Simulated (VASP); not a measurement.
Cd3O2: single point with PBE

Cd3O2:

```
Cd O
1.0
     3.17417    0.00000    0.00000
     0.00000    3.17417    0.00000
     0.00000    0.00000   10.54954
Cd O
3 2
Direct
  0.50000 0.50000 0.80874
  0.50000 0.50000 0.19126
  0.50000 0.50000 0.50000
  0.50000 0.50000 0.00000
  0.00000 0.00000 0.50000
```

```json
{"Program": "VASP 6.6.1", "Task": "single point", "Functional": "PBE", "Potentials or basis": "VASP PAW PBE potentials, release 64 (Cd, O)", "Cutoff": "600 eV", "k mesh": "4 × 4 × 3", "Occupations": "gaussian, width 0.2 eV", "Spin": "no spin polarisation", "Dipole correction": "no", "Further INCAR settings": "ALGO = Normal; EDIFF = 1e-06; NBANDS = 32"}
```

- Pressure: 1.0 GPa
- Largest force: 0.249 eV/Å
- Band gap on the k mesh: zero (band 24 reaches 2.06 eV, above the bottom of band 25 at 0.05 eV)

Forces on the atoms (eV/Å):
```
Cd   0.000  0.000 -0.249
Cd   0.000  0.000  0.249
Cd   0.000  0.000  0.000
O    0.000  0.000  0.000
O    0.000  0.000  0.000
```

Stress tensor (GPa, compression positive):
```
0.44 0.00 0.00
0.00 0.44 0.00
0.00 0.00 1.99
```

Levels at points of the mesh, in eV from the Fermi level:
| k point | band 20 | band 21 | band 22 | band 23 | band 24 | band 25 | band 26 | band 27 | band 28 | band 29 |
| --- | --- | --- | --- | --- | --- | --- | --- | --- | --- | --- |
| (0.00, 0.00, 0.00) | -3.12 | -2.23 | -2.23 | -0.39 | -0.21 | -0.21 | 0.37 | 4.98 | 5.10 | 9.87 |
| (0.50, 0.00, 0.00) | -2.17 | -1.42 | -0.08 | -0.06 | 0.01 | 0.15 | 0.69 | 1.31 | 5.28 | 5.59 |
| (0.50, 0.50, 0.00) | -2.02 | -1.48 | -1.47 | -1.47 | 1.74 | 3.05 | 3.10 | 3.10 | 3.76 | 3.76 |

It took 36 s on 1 thread of Intel(R) Xeon(R) 6975P-C (Granite Rapids), with other jobs on the host, peak memory 0.25 GiB.

Caveat: the k points lie up to 0.49 Å⁻¹ apart.
